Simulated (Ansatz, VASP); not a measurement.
**InSe: VASP beside Ansatz**

```xyz
8
Lattice="4.0059 0.0000 0.0000 -2.0029 3.4692 0.0000 0.0000 0.0000 17.0022" Properties=species:S:1:pos:R:3 pbc="T T T"
In    0.0000    2.3128    2.9582
In    2.0029    1.1564   11.4593
In    0.0000    2.3128    5.5429
In    2.0029    1.1564   14.0440
Se    0.0000    2.3128   10.2595
Se    2.0029    1.1564    1.7584
Se    0.0000    2.3128   15.2438
Se    2.0029    1.1564    6.7427
```

Change from the starting cell: mode 12 (107.6 1/cm) frozen in, largest displacement +0.175 Å.

Alike in both runs: task single point; functional PBEsol; k mesh 12 × 12 × 2; occupations gaussian, width 0.05 eV; no spin polarisation.

|  | VASP | Ansatz |
| --- | --- | --- |
| version | VASP 6.6.1 | Ansatz 0.2.0 |
| potentials or method | VASP PAW PBE potentials, release 64 (In_d, Se), cutoff 520 eV | scalar-relativistic, plane waves, PAW |
| valence electrons in the cell | 76 | 116 |

Ansatz gave:

| Item | Value |
| --- | --- |
| gap on the k mesh at the Fermi level (eV) | 0.57 |
| least direct gap on the mesh (eV) | 0.57 |
| pressure (GPa) | 3.3 |
| traceless stress, the component that is largest in VASP (GPa) | 3.40 |
| rms of the force components (eV/Å) | 0.429 |

**Question.** Which values does VASP return?

**Answer.** gap on the k mesh at the Fermi level (eV): 0.55; least direct gap on the mesh (eV): 0.55; pressure (GPa): 3.4; traceless stress, the component that is largest in VASP (GPa): 3.38; rms of the force components (eV/Å): 0.427.

VASP's potentials were made for PBE, not for PBEsol. Atom by atom the forces differ by 0.012 eV/Å (rms over components). VASP's potentials hold 76 valence electrons a cell and Ansatz's 116, so a difference there can come from the potentials and not from the codes.
